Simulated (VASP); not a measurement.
RbBr, 2 atoms in the cell. Symmetry: Pm-3m, No. 221, cubic system. The conventional cell has a = 4.126 Å, b = 4.126 Å, c = 4.126 Å, α = 90.00°, β = 90.00°, γ = 90.00°. Rb (site symmetry m-3m) has 8 Br at 3.57 Å and 6 Rb at 4.13 Å within 4.7 Å. Within 4.7 Å of Br (site symmetry m-3m) lie 8 Rb at 3.57 Å and 6 Br at 4.13 Å. 

| Item | Value |
| --- | --- |
| Program | VASP 6.6.1 |
| Task | single point |
| Functional | PBE-based screened hybrid with 5 % exact exchange |
| Potentials or basis | VASP PAW PBE potentials, release 64 (Rb_sv, Br) |
| Cutoff | 520 eV |
| k mesh | 4 × 4 × 4 |
| Occupations | fermi-dirac, width 0.05 eV |
| Spin | no spin polarisation |
| Dipole correction | no |
| Grid for exact exchange (PRECFOCK) | Normal |
| Share of exact exchange | 0.05 |
| Further INCAR settings | ALGO = Normal; EDIFF = 1e-07; NBANDS = 15 |
| Screening parameter | 0.2 1/Å |

Potentials or basis: VASP PAW PBE potentials, release 64 (Rb_sv, Br).

Command:

```console
$ cat potpaw_PBE.64/Rb_sv/POTCAR potpaw_PBE.64/Br/POTCAR > POTCAR
$ cp INCAR.step1 INCAR
$ mpirun -np 1 vasp_std > vasp.out
$ cp INCAR.step2 INCAR
$ mpirun -np 1 vasp_std > vasp.out
```

Hardware: 1 thread of AMD EPYC 7R43 64-Core Processor (Zen 3) (shared host).

How long does it take, and how much memory?

Wall time 7.4 min on 1 thread of AMD EPYC 7R43 64-Core Processor (Zen 3) (shared host), peak memory 0.26 GiB. Counts: k points 10.
